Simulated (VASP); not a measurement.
Wanted: the native input for a VASP 6.6.1 run.

| Item | Value |
| --- | --- |
| Task | single point |
| Functional | PBEsol |
| Potentials or basis | VASP PAW PBE potentials, release 64 (Ti_sv, C) |
| Cutoff | 520 eV |
| k mesh | 18 × 18 × 18 |
| Occupations | gaussian, width 0.15 eV |
| Spin | no spin polarisation |
| Dipole correction | no |
| Further INCAR settings | ALGO = Normal; EDIFF = 1e-07; NBANDS = 15 |

The structure of TiC lies in POSCAR:

```
TiC
1.0
    0.0000000000      2.1640000000      2.1640000000
    2.1640000000      0.0000000000      2.1640000000
    2.1640000000      2.1640000000      0.0000000000
Ti C
1 1
Direct
    0.0000000000      0.0000000000     -0.0326759141
    0.5000000000      0.5000000000      0.5000000000
```

This cell differs from its parent crystal: atom 1 (Ti) moved by (-0.100, +0.000) A along [1 1 0] and z.

One way to write it, as run:

INCAR

```
ALGO     = Normal         # electronic algorithm
EDIFF    = 1E-7           # SCF threshold, eV
ENCUT    = 520            # plane-wave cutoff, eV
GGA      = PS             # functional
ISIF     = 2              # what is computed and relaxed
ISMEAR   = 0              # smearing method
LASPH    = T              # aspherical terms in the spheres
LCHARG   = T              # write CHGCAR
LELF     = T              # ELF
LREAL    = F              # projectors in reciprocal space
LVHAR    = T            
LWAVE    = F              # write WAVECAR
NBANDS   = 15             # bands
NELM     = 80             # most SCF steps
PREC     = Accurate       # precision mode
SIGMA    = 0.15           # smearing width, eV
```

KPOINTS

```
k-points
0
Gamma
  18 18 18
```

Potentials or basis: VASP PAW PBE potentials, release 64 (Ti_sv, C).

Launch:

```sh
$ cat potpaw_PBE.64/Ti_sv/POTCAR potpaw_PBE.64/C/POTCAR > POTCAR
$ mpirun -np 1 vasp_std > vasp.out
```

It gave:

The pressure is -4.7 GPa. The largest force is 0.890 eV/Å. The band gap on the k mesh is zero (band 8 reaches 9.99 eV, above the bottom of band 9 at 9.12 eV).

Caveat: the cell differs from its parent crystal (atom 1 (Ti) moved by (-0.100, +0.000) A along [1 1 0] and z); the PAW data sets were made with another functional, which shifts forces and pressure a little.

Wall time 110 s on 1 thread of Intel(R) Xeon(R) 6975P-C (Granite Rapids) (shared host), peak memory 0.36 GiB.
